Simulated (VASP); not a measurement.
Here is a VASP 6.6.1 calculation.

POSCAR

```
PtSe
1.0
    0.0000000000      3.0374472300      3.0374472300
    3.0374472300      0.0000000000      3.0374472300
    3.0374472300      3.0374472300      0.0000000000
Pt Se
1 1
Direct
    0.0000000000      0.0000000000      0.0000000000
    0.2500000000      0.2500000000      0.2500000000
```

INCAR.step1

```
SYSTEM = PtSe
ALGO = Normal
EDIFF = 1E-5
ENCUT = 600
GGA = PE
ISMEAR = -1
LASPH = .TRUE.
LCHARG = .FALSE.
LREAL = .FALSE.
LWAVE = .TRUE.
NBANDS = 15
NELM = 80
PREC = Accurate
SIGMA = 0.05
```

INCAR.step2

```
SYSTEM = PtSe
AEXX = 0.25
ALGO = Normal
EDIFF = 1E-7
EDIFFG = -0.01
ENCUT = 600
GGA = PE
HFSCREEN = 0.3
IBRION = 2
ISIF = 3
ISMEAR = -1
ISTART = 1
LASPH = .TRUE.
LCHARG = .FALSE.
LHFCALC = .TRUE.
LREAL = .FALSE.
LWAVE = .FALSE.
NELM = 80
NSW = 60
PREC = Accurate
PRECFOCK = Normal
SIGMA = 0.05
```

Contents of KPOINTS:

```
k-points
0
G
  4 4 4
  0 0 0
```

Potentials or basis: VASP PAW PBE potentials, release 64 (Pt, Se).

Command:

```sh
$ cat potpaw_PBE.64/Pt/POTCAR potpaw_PBE.64/Se/POTCAR > POTCAR
$ cp INCAR.step1 INCAR
$ mpirun -np 1 vasp_std > vasp.out
$ cp INCAR.step2 INCAR
$ mpirun -np 1 vasp_std > vasp.out
```

**Question.** Predict the relaxed cell.

**Answer.** a = 3.982 Å, b = 3.982 Å, c = 3.982 Å, α = 60.00°, β = 60.00°, γ = 60.00°.

**Question.** Predict the space group after relaxing (to 0.1 Å).

**Answer.** F-43m (No. 216).

**Question.** Estimate the band gap on the k mesh.

**Answer.** Zero (bands 8 and 9 overlap by 4.30 eV).

The path:
| step | energy change (eV) | largest force (eV/Å) | pressure (GPa) | volume (Å³) |
| --- | --- | --- | --- | --- |
| 1 | 0.0000 | 0.0000 | -13.32 | 56.05 |
| 2 | -0.3068 | 0.0000 | 20.17 | 39.20 |
| 3 | -0.6068 | 0.0000 | -0.51 | 44.85 |
| 4 | -0.6072 | 0.0000 | 0.00 | 44.64 |

Caveat: the k points lie up to 0.48 Å⁻¹ apart in the final cell, too coarse for converged energies and pressures of a metal; the volume moved by over 15 % at a fixed basis, so the end points are rough; the PAW data sets were made with another functional, which shifts forces and pressure a little; spin-orbit coupling is left out, which moves the levels of the heavy elements.
